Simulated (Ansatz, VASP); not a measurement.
## One calculation of YNbSe3, two programs

The input INCAR:

```
PREC = Accurate
ENCUT = 600
EDIFF = 1E-6
ISMEAR = 0
SIGMA = 0.1
LREAL = F
LASPH = T
NELM = 150
ALGO = Normal
ISIF = 3
LWAVE = F
LCHARG = F
ISPIN = 2
MAGMOM = 0.01 3.16 -0.28 -0.28 -0.28
LORBIT = 11
LMAXMIX = 4
GGA = PE
IBRION = 2
NSW = 90
EDIFFG = -0.04
```

KPOINTS

```
Automatic mesh
0
Gamma
  4 4 4
```

The input POSCAR:

```
YNbSe3
1.0
    5.0799223800      0.0000000000      0.0000000000
    0.0000000000      5.0799223800      0.0000000000
    0.0000000000      0.0000000000      5.0799223800
Y Nb Se
1 1 3
Direct
    0.0000000000      0.0000000000      0.0000000000
    0.5000000000      0.5000000000      0.5000000000
    0.5000000000      0.0000000000      0.0000000000
    0.0000000000      0.5000000000      0.0000000000
    0.0000000000      0.0000000000      0.5000000000
```

Input for Ansatz:

```yaml
crystal:
  lattice:
    - [5.07992238, 0.0, 0.0]
    - [0.0, 5.07992238, 0.0]
    - [0.0, 0.0, 5.07992238]
  atoms:
    - { symbol: "Y", position: [0.0, 0.0, 0.0] }
    - { symbol: Nb, position: [0.5, 0.5, 0.5] }
    - { symbol: Se, position: [0.5, 0.0, 0.0] }
    - { symbol: Se, position: [0.0, 0.5, 0.0] }
    - { symbol: Se, position: [0.0, 0.0, 0.5] }
basis:
  ecutwfc: 420
kpoints:
  mp_grid: { grid: [4, 4, 4] }
hamiltonian:
  xc: pbe
scf:
  occupations: { method: gaussian, width: 0.1 }
  lower_state_search: "off"
output:
  forces: true
  stress: true
  eigenvalues: true
  populations: true
magnetization:
  spin_polarized: true
relax:
  adjacent_minimum: "off"
  f_tol: 0.04
  max_steps: 70
  cell: { stress_tol: 0.4 }
```

Alike in both runs: task relaxation of cell and atoms; functional PBE; k mesh 4 × 4 × 4; occupations gaussian, width 0.1 eV; collinear spin.

```csv
,VASP,Ansatz
version,VASP 6.6.1,Ansatz 0.2.0
potentials or method,"VASP PAW PBE potentials, release 64 (Y_sv, Nb_sv, Se), cutoff 600 eV","scalar-relativistic, plane waves, PAW"
valence electrons in the cell,42,72
```

```csv
,VASP,Ansatz,Ansatz less VASP
"gap on the k mesh at the Fermi level, each at its own relaxed structure (eV)",none,none,-
net moment per atom (μB),0.43,0.43,0.000
size of the moment on the site where the two differ most (μB),2.35,2.87,+0.524
relaxed volume (Å³/atom),30.48,30.46,-0.023
relaxed length of the cell vector where the two differ most in proportion (Å),5.341,5.340,-0.0014
```

Site moments also hang on the region over which each program counts them. A gap of «none» marks a metal or a gap that the smearing closes. VASP's potentials hold 42 valence electrons a cell and Ansatz's 72, so a difference there can come from the potentials and not from the codes. Ansatz's warnings: no starting moments.

Noted on VASP's run: the volume moved by over 15 % at a fixed basis, so the end points are rough; too few bands were computed for a metal, which touches its energy and stress.
